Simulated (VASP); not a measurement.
## AlN: single point with LDA

The system is AlN.

```
Al N
1.0
     3.08862    0.00000   -0.46329
    -1.54431    2.67482    0.23165
    -0.74154    0.00000    5.00933
Al N
2 2
Direct
  0.35094 0.66359 0.00904
  0.68735 0.33641 0.50904
  0.32523 0.68875 0.37596
  0.63648 0.31125 0.87596
```

This cell differs from its parent crystal: engineering shear strain xz -0.3000, normal strain along z +0.0133.

```
Program                : VASP 6.6.1
Task                   : single point
Functional             : LDA
Potentials or basis    : VASP PAW LDA potentials, release 64 (Al, N)
Cutoff                 : 520 eV
k mesh                 : 9 × 9 × 6
Occupations            : gaussian, width 0.05 eV
Spin                   : no spin polarisation
Dipole correction      : no
Further INCAR settings : ALGO = Normal; EDIFF = 1e-07; NBANDS = 16
```

| Quantity | Value |
| --- | --- |
| Pressure | -0.7 GPa |
| Largest force | 0.024 eV/Å |
| Band gap on the k mesh | 2.77 eV, direct |

Forces on the atoms (eV/Å):
```
Al   0.021 -0.012  0.002
Al   0.021  0.012  0.002
N   -0.021 -0.006 -0.002
N   -0.021  0.006 -0.002
```

Stress tensor (GPa, compression positive):
```
-15.18   0.00  29.17
  0.00   2.76   0.00
 29.17   0.00  10.18
```

Levels at points of the mesh, in eV from the valence-band top:
```csv
k point,band 4,band 5,band 6,band 7,band 8,band 9,band 10,band 11,band 12,band 13
"(0.00, 0.00, 0.00)",-1.91,-1.49,-1.42,-0.93,0.00,2.77,5.50,8.28,9.61,10.42
"(0.00, 0.00, 0.50)",-4.02,-1.74,-1.74,-0.87,-0.87,4.68,4.68,9.51,9.51,9.89
```

Wall time 27 s on 1 thread of Intel(R) Xeon(R) 6975P-C (Granite Rapids) (shared host), peak memory 0.19 GiB.

Caveat: the cell differs from its parent crystal (engineering shear strain xz -0.3000, normal strain along z +0.0133). A k mesh can miss the band edges.
